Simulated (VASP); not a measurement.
# Al3GaN4 (Pm) in VASP: further runs

The runs below take Al3GaN4 through single point, with PBEsol.

All numbers are computed with VASP 6.6.1; they aren't measurements. Logs are shortened: lines on timing, memory, paths and dates and some standing lists are left out, and cuts for length are marked.

**1. The cell of the first run**

The structure is monoclinic, space group Pm (No. 6). The conventional cell has a = 5.043 Å, b = 3.130 Å, c = 10.940 Å, α = 90.00°, β = 97.92°, γ = 90.00°. Al (site symmetry m) has 4 N at 1.88 to 1.91 Å within 2.5 Å. Within 2.5 Å of Al (site symmetry m) lie 4 N at 1.88 to 1.91 Å. Within 2.5 Å of Al (site symmetry m) lie 4 N at 1.90 to 2.05 Å and 2 Ga at 2.07 Å. Al (site symmetry m) has 4 N at 1.90 Å within 2.5 Å. Al (site symmetry m) has 4 N at 1.90 to 1.91 Å within 2.5 Å. Al (site symmetry m) has 4 N at 1.90 to 1.91 Å within 2.5 Å. Ga (site symmetry m) has 2 N at 1.94 to 1.96 Å and 2 Al at 2.07 Å within 2.6 Å. Ga (site symmetry m) has 4 N at 1.93 to 1.96 Å within 2.6 Å.

**2. Single point, PBEsol (the part above a cut slid along it)**

INCAR reads:

```
  ALGO = Normal
  EDIFF = 1E-6
  ENCUT = 520
  GGA = PS
  ISIF = 2
  ISMEAR = 0
  LASPH = T
  LCHARG = F
  LREAL = Auto
  LWAVE = F
  NBANDS = 56
  NELM = 60
  PREC = Accurate
  SIGMA = 0.05
```

KPOINTS reads:

```
k-points
0
Gamma
  5 7 2
```

POSCAR reads:

```
Al3GaN4
1.0
   -5.0434079721      0.0000000000     -0.0001149904
    0.0000000000     -3.1300738967      0.0000000000
   -3.5368580949      0.0000000000     10.8359033961
Al Ga N
6 2 8
Direct
    0.0039146101      0.5000000000      0.7083647831
    0.3539146101      0.5000000000      0.2083647831
    0.9696073387      0.5000000000      0.0421027963
    0.6196073387      0.5000000000      0.5421027963
    0.4455295122      1.0000000000      0.7905463175
    0.7955295121      1.0000000000      0.2905463175
   -0.1698820289      1.0000000000      0.9578004507
    0.1801179711      1.0000000000      0.4578004507
    0.2183222876      1.0000000000      0.9578646251
    0.5683222876      1.0000000000      0.4578646251
    0.3817504235      0.5000000000      0.7082789324
    0.7317504235      0.5000000000      0.2082789324
    0.3435191965      0.5000000000      0.0447961772
   -0.0064808035      0.5000000000      0.5447961772
   -0.1746806895      1.0000000000      0.7878464176
    0.1753193105      1.0000000000      0.2878464176
```

Potentials or basis: VASP PAW PBE potentials, release 64 (Al, Ga_d, N).

On the command line:

```bash
$ cat potpaw_PBE.64/Al/POTCAR potpaw_PBE.64/Ga_d/POTCAR potpaw_PBE.64/N/POTCAR > POTCAR
$ mpirun -np 1 vasp_std > vasp.out
```

OUTCAR:

```text
EDIFF = 1E-6
   ENCUT = 520
   GGA = PS
   ISIF = 2
   ISMEAR = 0
   LASPH = T
   LREAL = Auto
   NELM = 60
   PREC = Accurate

 ion  position               nearest neighbor table
   1  0.004  0.500  0.708-  14 1.88  15 1.89  15 1.89  11 1.91   4 3.10   5 3.10   5 3.10   5 3.10
                             5 3.10   4 3.10   7 3.12   7 3.12   8 3.13   8 3.13
   2  0.354  0.500  0.208-  13 1.88  16 1.89  16 1.89  12 1.91   3 3.10   6 3.10   6 3.10   6 3.10
                             6 3.10   3 3.10   8 3.12   8 3.12
   3  0.970  0.500  0.042-  13 1.90  12 1.90   9 2.05   9 2.05   7 2.07   7 2.07   2 3.10   2 3.10
                             6 3.11   6 3.11
   4  0.620  0.500  0.542-  10 1.90  10 1.90  14 1.90  11 1.90   1 3.10   8 3.10   8 3.10   1 3.10
                             8 3.11   8 3.11   5 3.11   5 3.11   6 3.14   6 3.14
   5  0.446  0.000  0.791-   9 1.90  11 1.90  11 1.90  15 1.91   1 3.10   1 3.10   7 3.10   1 3.10
                             1 3.10   7 3.11   4 3.11   4 3.11
   6  0.796  0.000  0.291-  10 1.90  12 1.90  12 1.90  16 1.91   2 3.10   2 3.10   8 3.10   2 3.10
                             2 3.10   8 3.11   3 3.11   3 3.11   4 3.14   4 3.14
   7  0.830  0.000  0.958-  15 1.94   9 1.96   3 2.07   3 2.07   5 3.10   5 3.11   1 3.12   1 3.12

   8  0.180  0.000  0.458-  14 1.93  14 1.93  16 1.94  10 1.96   6 3.10   4 3.10   4 3.10   4 3.11
                             4 3.11   6 3.11   2 3.12   2 3.12   1 3.13   1 3.13
   9  0.218  0.000  0.958-   5 1.90   7 1.96   3 2.05   3 2.05
  10  0.568  0.000  0.458-   4 1.90   4 1.90   6 1.90   8 1.96
  11  0.382  0.500  0.708-   4 1.90   5 1.90   5 1.90   1 1.91
  12  0.732  0.500  0.208-   3 1.90   6 1.90   6 1.90   2 1.91
  13  0.344  0.500  0.045-   2 1.88   3 1.90
  14  0.994  0.500  0.545-   1 1.88   4 1.90   8 1.93   8 1.93
  15  0.825  0.000  0.788-   1 1.89   1 1.89   5 1.91   7 1.94
  16  0.175  0.000  0.288-   2 1.89   2 1.89   6 1.91   8 1.94

  LATTYP: Found a simple monoclinic cell.
 ALAT       =     5.0434079734
 B/A-ratio  =     0.6206267495
 C/A-ratio  =     2.1692169782
 COS(beta)  =    -0.1377297102

  Lattice vectors:

 A1 = (  -5.0434079721,   0.0000000000,  -0.0001149904)
 A2 = (   0.0000000000,  -3.1300738967,   0.0000000000)
 A3 = (   1.5065498772,   0.0000000000,  10.8360183865)

Analysis of symmetry for initial positions (statically):
=====================================================================
 Subroutine PRICEL returns:
 Original cell was already a primitive cell.

 Routine SETGRP: Setting up the symmetry group for a
 simple monoclinic supercell.

 Subroutine GETGRP returns: Found  2 space group operations
 (whereof  2 operations were pure point group operations)
 out of a pool of  4 trial point group operations.

The static configuration has the point symmetry C_1h.

Analysis of symmetry for dynamics (positions and initial velocities):
=====================================================================
 Subroutine PRICEL returns:
 Original cell was already a primitive cell.

 Routine SETGRP: Setting up the symmetry group for a
 simple monoclinic supercell.

 Subroutine GETGRP returns: Found  2 space group operations
 (whereof  2 operations were pure point group operations)
 out of a pool of  4 trial point group operations.

The dynamic configuration has the point symmetry C_1h.

 Subroutine INISYM returns: Found  2 space group operations
 (whereof  2 operations are pure point group operations),
 and found     1 'primitive' translations

----------------------------------------------------------------------------------------

                                     Primitive cell

  volume of cell :     171.0594

  direct lattice vectors                    reciprocal lattice vectors
    -5.043407972  0.000000000 -0.000114990    -0.198277150  0.000000000 -0.064718014
     0.000000000 -3.130073897  0.000000000     0.000000000 -0.319481275  0.000000000
    -3.536858095  0.000000000 10.835903396    -0.000002104  0.000000000  0.092285112

  length of vectors
[... 46 lines left out ...]
   NUPDOWN=      -1.0000    fix difference up-down
   EMIN   =  10.00;   EMAX   =-10.00  energy-range for DOS
   EFERMI =   0.00;   METHOD = LEGACY
   ISMEAR =     0;   SIGMA  =   0.05  broadening in eV -4-tet -1-fermi 0-gaus
   EFERMI_NEDOS =   21; number of points for ismear=-14 and -15
   IALGO  =     38    algorithm
   IMIX   =      4    mixing-type and parameters
     AMIX     =   0.40;   BMIX     =  1.00
     AMIX_MAG =   1.60;   BMIX_MAG =  1.00
  volume/ion in A,a.u.               =      10.69        72.15
  Fermi-wavevector in a.u.,A,eV,Ry     =   1.291573  2.440719 22.696701  1.668160
  Thomas-Fermi vector in A             =   2.423334
   LORBIT       =      0    0 simple, 1 ext, 2 COOP (PROOUT), +10 PAW based schemes
   GGA     = PS    functional components
   LHFCALC =     F    Hartree Fock is set to
   AEXX    =    0.0000 exact exchange contribution
   IVDW    =     0    specifies the selected vdW correction
   LEPSILON=     F    determine dielectric tensor
   LRPA    =     F    only Hartree local field effects (RPA)
 non-spin polarized calculation
 Gauss-broadening in eV      SIGMA  =   0.05
  energy-cutoff  :      520.00
  volume of cell :      171.06
 maximum number of plane-waves:      4636
 NGX is ok and might be reduce to    40
   NGX = 19   NGY = 11   NGZ = 43

 number of electron      83.9999967 magnetization

 Free energy of the ion-electron system (eV)
  ---------------------------------------------------
  ext. energy  EPLUGINS =         0.00000000
  ---------------------------------------------------
  free energy    TOTEN  =      -110.03150951 eV

  energy without entropy =     -110.02981563  energy(sigma->0) =     -110.03066257

 E-fermi :   7.4078     XC(G=0): -11.3526

 val. band max:        7.3092357282   @ k =   0.2000   0.0000   0.5000
 cond. band min:       7.4311568139   @ k =   0.0000   0.0000   0.5000
 fundamental gap:      0.1219210858
 Fermi energy:         7.4078378169

 k-point     1 :       0.0000    0.0000    0.0000
  band No.  band energies     occupation
      1     -10.1238      2.00000
      2      -9.3235      2.00000
      3      -8.8540      2.00000
      4      -8.4150      2.00000
      5      -8.1230      2.00000
      6      -7.8321      2.00000
[... 46 lines left out ...]
     53      13.6708      0.00000
     54      14.0072      0.00000
[... 1309 lines left out ...]
     53      13.7413      0.00000
     54      14.1259      0.00000
 [bands above 54 left out]

------------------------ aborting loop because EDIFF is reached ----------------------------------------

  FORCE on cell =-STRESS in cart. coord.  units (eV):
  Direction    XX          YY          ZZ          XY          YZ          ZX
  --------------------------------------------------------------------------------------
  -------------------------------------------------------------------------------------
  Total        8.6982504     13.8752588      6.1718253      0.0000000      0.0000000     -6.3677118
  in kB       81.4695728    129.9584813     57.8065644      0.0000000      0.0000000    -59.6412766
  external PRESSURE =      89.7448728 kB  Pullay stress =       0.0000000 kB

 VOLUME and BASIS-vectors are now :
 -----------------------------------------------------------------------------
  energy-cutoff  :      520.00
  volume of cell :      171.06
      direct lattice vectors                 reciprocal lattice vectors
    -5.043407972  0.000000000 -0.000114990    -0.198277150  0.000000000 -0.064718014
     0.000000000 -3.130073897  0.000000000     0.000000000 -0.319481275  0.000000000
    -3.536858095  0.000000000 10.835903396    -0.000002104  0.000000000  0.092285112

 POSITION                                       TOTAL-FORCE (eV/Angst)
 -----------------------------------------------------------------------------------
     -2.52513     -1.56504      7.67577         0.088865      0.000000      0.128409
     -2.52189     -1.56504      2.25778        -0.288244      0.000000     -0.030858
     -5.03904     -1.56504      0.45611        -5.703076      0.000000      5.254295
     -5.04227     -1.56504      5.87410        -0.043217      0.000000     -0.079899
     -5.04304      0.00000      8.56623        -0.564515      0.000000     -0.264349
     -5.03980      0.00000      3.14824        -0.089529      0.000000     -0.003440
[... 8 lines left out ...]
     -6.94892      0.00000      8.53693         0.126813      0.000000     -0.253704
     -1.90228      0.00000      3.11906         0.013703      0.000000      0.080255
 -----------------------------------------------------------------------------------
    total drift:                                0.001196     -0.000000      0.000816

  FREE ENERGIE OF THE ION-ELECTRON SYSTEM (eV)
  ---------------------------------------------------
  free  energy   TOTEN  =      -110.0315095103 eV

  energy  without entropy=     -110.0298156267  energy(sigma->0) =     -110.03066257
```

Run time: 9.8 min. Hardware: 1 thread of AMD EPYC 7R43 (Zen 3), shared host; peak memory 0.32 GiB.

Results:

```yaml
Free_energy: -110.0315 eV
Pressure: 9.0 GPa
Largest_force: 8.965 eV/Å
Band_gap_on_the_k_mesh: 0.02 eV (least direct gap 0.49 eV)
```

Forces in eV/Å, atoms in the order of the input:
```
Al   0.089  0.000  0.128
Al  -0.288  0.000 -0.031
Al  -5.703  0.000  5.254
Al  -0.043  0.000 -0.080
Al  -0.565  0.000 -0.264
Al  -0.090  0.000 -0.003
Ga   7.220  0.000 -5.314
Ga   0.006  0.000 -0.009
N   -0.186  0.000  0.626
N    0.018  0.000  0.077
N    0.011  0.000  0.170
N   -0.173  0.000  0.563
N   -0.419  0.000 -0.944
N   -0.020  0.000  0.000
N    0.127  0.000 -0.254
N    0.014  0.000  0.080
```

Stress tensor (GPa, compression positive):
```
 8.15  0.00 -5.96
 0.00 13.00  0.00
-5.96  0.00  5.78
```

Levels at points of the mesh, in eV from the valence-band top:
| k point | band 39 | band 40 | band 41 | band 42 | band 43 | band 44 | band 45 | band 46 |
| --- | --- | --- | --- | --- | --- | --- | --- | --- |
| (0.00, 0.00, 0.00) | -1.80 | -1.78 | -1.17 | -0.18 | 0.49 | 2.69 | 3.15 | 3.97 |
| (0.00, 0.00, 0.50) | -1.79 | -1.79 | -1.42 | 0.00 | 0.49 | 2.43 | 3.60 | 3.97 |

Caveat: the cell differs from its parent crystal (the part above a cut slid along it); the stress differs along the axes, from 6 to 13 GPa; semilocal functionals underestimate gaps, and a narrow one can read as zero; the PAW data sets were made with another functional, which shifts forces and pressure a little. A k mesh can miss the band edges.

**3. Single point, PBEsol (the part above a cut slid along it)**

INCAR reads:

```
SYSTEM = Al3GaN4
PREC = Accurate
ENCUT = 520
EDIFF = 1E-6
ISMEAR = 0
SIGMA = 0.05
LREAL = Auto
LASPH = .TRUE.
NELM = 60
ALGO = Normal
ISIF = 2
LWAVE = .FALSE.
LCHARG = .FALSE.
GGA = PS
NBANDS = 56
```

KPOINTS reads:

```
regular mesh
0
G
  5 7 2
  0 0 0
```

POSCAR reads:

```
Al3GaN4
1.0
   -5.0434079721      0.0000000000     -0.0001149904
    0.0000000000     -3.1300738967      0.0000000000
   -1.0151541088      0.0000000000     10.8359608913
Al Ga N
6 2 8
Direct
    0.3580970017      0.5000000000      0.7083647831
    0.4580970017      0.5000000000      0.2083647831
    0.9906587368      0.5000000000      0.0421027963
    0.8906587368      0.5000000000      0.5421027963
    0.8408026709      1.0000000000      0.7905463175
    0.9408026709      1.0000000000      0.2905463175
    0.3090181965      1.0000000000      0.9578004507
    0.4090181965      1.0000000000      0.4578004507
    0.6972546002      1.0000000000      0.9578646251
    0.7972546002      1.0000000000      0.4578646251
    0.7358898897      0.5000000000      0.7082789324
    0.8358898897      0.5000000000      0.2082789324
    0.3659172851      0.5000000000      0.0447961772
    0.2659172851      0.5000000000      0.5447961772
    0.2192425193      1.0000000000      0.7878464176
    0.3192425193      1.0000000000      0.2878464176
```

Potentials or basis: VASP PAW PBE potentials, release 64 (Al, Ga_d, N).

On the command line:

```bash
$ cat potpaw_PBE.64/Al/POTCAR potpaw_PBE.64/Ga_d/POTCAR potpaw_PBE.64/N/POTCAR > POTCAR
$ mpirun -np 1 vasp_std > vasp.out
```

It took 9.7 min on 1 thread of AMD EPYC 7R43 (Zen 3), shared host; peak memory 0.31 GiB.

The run converged. Its results:

```yaml
Free_energy: -114.0705 eV
Pressure: 3.6 GPa
Largest_force: 6.670 eV/Å
Band_gap_on_the_k_mesh: 0.16 eV
```

Forces on the atoms (eV/Å):
```
Al  -0.448  0.000 -0.102
Al  -0.403  0.000 -0.002
Al   6.548  0.000  1.272
Al   0.149  0.000  0.141
Al   0.434  0.000  0.979
Al   0.070  0.000 -0.015
Ga  -3.838  0.000 -2.399
Ga  -0.105  0.000  0.045
N   -5.560  0.000 -0.142
N   -0.001  0.000 -0.110
N    0.031  0.000 -0.578
N    0.031  0.000  0.175
N    3.345  0.000  0.706
N    0.039  0.000  0.027
N   -0.266  0.000  0.163
N   -0.024  0.000 -0.159
```

Stress tensor (GPa, compression positive):
```
0.42 0.00 7.85
0.00 9.46 0.00
7.85 0.00 0.89
```

Levels at points of the mesh, in eV from the valence-band top:
```csv
k point,band 38,band 39,band 40,band 41,band 42,band 43,band 44,band 45,band 46,band 47
"(0.00, 0.00, 0.00)",-2.46,-2.17,-2.11,-1.18,0.00,0.16,2.46,2.98,3.61,3.97
"(0.00, 0.00, 0.50)",-2.53,-2.17,-2.15,-1.38,0.00,0.47,2.22,3.31,3.58,4.00
```

Caveat: the cell differs from its parent crystal (the part above a cut slid along it); the stress differs along the axes, from 0 to 9 GPa; semilocal functionals underestimate gaps, and a narrow one can read as zero; the PAW data sets were made with another functional, which shifts forces and pressure a little. A k mesh can miss the band edges.

**4. Single point, PBEsol (the part above a cut slid along it)**

INCAR reads:

```
PREC     = Accurate       # precision mode
ENCUT    = 520            # plane-wave cutoff, eV
EDIFF    = 1E-6           # SCF threshold, eV
ISMEAR   = 0              # smearing method
SIGMA    = 0.05           # smearing width, eV
LREAL    = Auto         
LASPH    = T              # aspherical terms in the spheres
NELM     = 60             # most SCF steps
ALGO     = Normal         # electronic algorithm
ISIF     = 2              # what is computed and relaxed
LWAVE    = F              # write WAVECAR
LCHARG   = F              # write CHGCAR
GGA      = PS             # functional
NBANDS   = 56             # bands
```

KPOINTS reads:

```
Automatic mesh
0
Gamma
  5 7 2
```

POSCAR reads:

```
Al3GaN4
1.0
   -5.0434079721      0.0000000000     -0.0001149904
    0.0000000000     -3.1300738967      0.0000000000
   -2.0238357032      0.0000000000     10.8359378932
Al Ga N
6 2 8
Direct
    0.2164240451      0.5000000000      0.7083647831
    0.4164240451      0.5000000000      0.2083647831
    0.9822381776      0.5000000000      0.0421027963
    0.7822381776      0.5000000000      0.5421027963
    0.6826934074      1.0000000000      0.7905463175
    0.8826934074      1.0000000000      0.2905463175
    0.1174581063      1.0000000000      0.9578004507
    0.3174581063      1.0000000000      0.4578004507
    0.5056816752      1.0000000000      0.9578646251
    0.7056816752      1.0000000000      0.4578646251
    0.5942341032      0.5000000000      0.7082789324
    0.7942341032      0.5000000000      0.2082789324
    0.3569580496      0.5000000000      0.0447961772
    0.1569580496      0.5000000000      0.5447961772
    0.0616732358      1.0000000000      0.7878464176
    0.2616732358      1.0000000000      0.2878464176
```

On the command line:

```bash
$ cat potpaw_PBE.64/Al/POTCAR potpaw_PBE.64/Ga_d/POTCAR potpaw_PBE.64/N/POTCAR > POTCAR
$ mpirun -np 1 vasp_std > vasp.out
```

Run time: 11 min. Hardware: 1 thread of AMD EPYC 7R43 (Zen 3), shared host; peak memory 0.31 GiB.

It converged, with:

* Free energy: -106.6541 eV
* Pressure: 15.0 GPa
* Largest force: 13.358 eV/Å
* Band gap on the k mesh: 0.46 eV (least direct gap 0.80 eV)

Forces on the atoms (eV/Å):
```
Al    0.139   0.000   0.200
Al   -0.691   0.000   0.297
Al    6.634   0.000  11.594
Al   -0.069   0.000   0.000
Al   -0.543   0.000  -0.363
Al    0.096   0.000  -0.150
Ga   -4.415   0.000 -11.216
Ga   -0.028   0.000   0.136
N     0.685   0.000   2.156
N     0.011   0.000   0.029
N     0.039   0.000   0.199
N     0.145   0.000   0.370
N    -2.073   0.000  -1.448
N    -0.016   0.000  -0.210
N     0.021   0.000  -1.301
N     0.065   0.000  -0.293
```

Stress tensor (GPa, compression positive):
```
 5.95  0.00  3.41
 0.00 27.57  0.00
 3.41  0.00 11.51
```

Levels at points of the mesh, in eV from the valence-band top:
```tsv
k point	band 38	band 39	band 40	band 41	band 42	band 43	band 44	band 45	band 46	band 47
(0.00, 0.00, 0.00)	-2.37	-2.05	-1.99	-1.66	-0.71	1.19	2.40	2.71	3.75	4.12
(0.00, 0.00, 0.50)	-2.37	-2.02	-2.00	-1.82	-0.65	1.19	2.07	3.20	3.78	4.05
```

Caveat: the cell differs from its parent crystal (the part above a cut slid along it); the stress differs along the axes, from 6 to 28 GPa; semilocal functionals underestimate gaps, and a narrow one can read as zero; the PAW data sets were made with another functional, which shifts forces and pressure a little. A k mesh can miss the band edges.

**5. Summary**

| cell | gap on the mesh (eV) | pressure (GPa) | largest force (eV/Å) |
| --- | --- | --- | --- |
| a = 5.043, b = 3.130, c = 11.399 Å, angles 90.0, 71.9, 90.0°, 16 atoms | 0.02 | 9.0 | 8.96 |
| a = 5.043, b = 3.130, c = 10.883 Å, angles 90.0, 84.6, 90.0°, 16 atoms | 0.16 | 3.6 | 6.67 |
| a = 5.043, b = 3.130, c = 11.023 Å, angles 90.0, 79.4, 90.0°, 16 atoms | 0.46 | 15.0 | 13.36 |

Alike in all rows: task single point; level PBEsol; potentials or basis VASP PAW PBE potentials, release 64 (Al, Ga_d, N); no spin polarisation; k mesh 5 × 7 × 2; cutoff (eV) 520; smearing gaussian 0.05 eV.

Caveats: semilocal functionals underestimate gaps, and a narrow one can read as zero; the PAW data sets were made with another functional, which shifts forces and pressure a little; the stress differs along the axes, from 6 to 13 GPa (at least some runs); the stress differs along the axes, from 0 to 9 GPa (at least some runs); the stress differs along the axes, from 6 to 28 GPa (at least some runs).

Absolute energies hang on the potentials; compare differences alone.

The gap in the log of VASP goes by the Fermi energy; the results here count the filled bands.